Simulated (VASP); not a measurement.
Input of a VASP 6.6.1 run:

File INCAR:

```
SYSTEM = TePb
PREC = Accurate ; ENCUT = 520
EDIFF = 1E-8 ; ISMEAR = -1
SIGMA = 0.03 ; LREAL = .False.
LASPH = .True. ; NELM = 150
ALGO = Normal ; ISIF = 2
LWAVE = .False. ; LCHARG = .False.
LNONCOLLINEAR = .True. ; MAGMOM = 0 0 0 0 0 0
LORBIT = 11 ; LSORBIT = .True.
GGA_COMPAT = .False. ; LORBMOM = .True.
GGA = PE ; LEFG = .True.
NBANDS = 32
```

The input KPOINTS:

```
regular mesh
0
Gamma
  10 10 10
  0 0 0
```

Contents of POSCAR:

```
TePb
1.0
    0.0000000000      3.2270000000      3.2270000000
    3.2270000000      0.0000000000      3.2270000000
    3.2270000000      3.2270000000      0.0000000000
Te Pb
1 1
Direct
    0.5000000000      0.5000000000      0.5000000000
    0.0000000000      0.0000000000      0.0000000000
```

Potentials or basis: VASP PAW PBE potentials, release 64 (Te, Pb_d).

The run is started by

```console
$ cat potpaw_PBE.64/Te/POTCAR potpaw_PBE.64/Pb_d/POTCAR > POTCAR
$ mpirun -np 1 vasp_ncl > vasp.out
```

Q: What does it give for the net moment?

A: 0.00 μB per cell.

Q: What does it give for the pressure?

A: 2.2 GPa.

Moments on the atoms (μB; x, y, z):
```
Te  0.00 0.00 0.00
Pb  0.00 0.00 0.00
```

Caveat: without QUAD_EFG the Cq values of the log hold for a quadrupole moment of 1 mb, not for the nuclei.
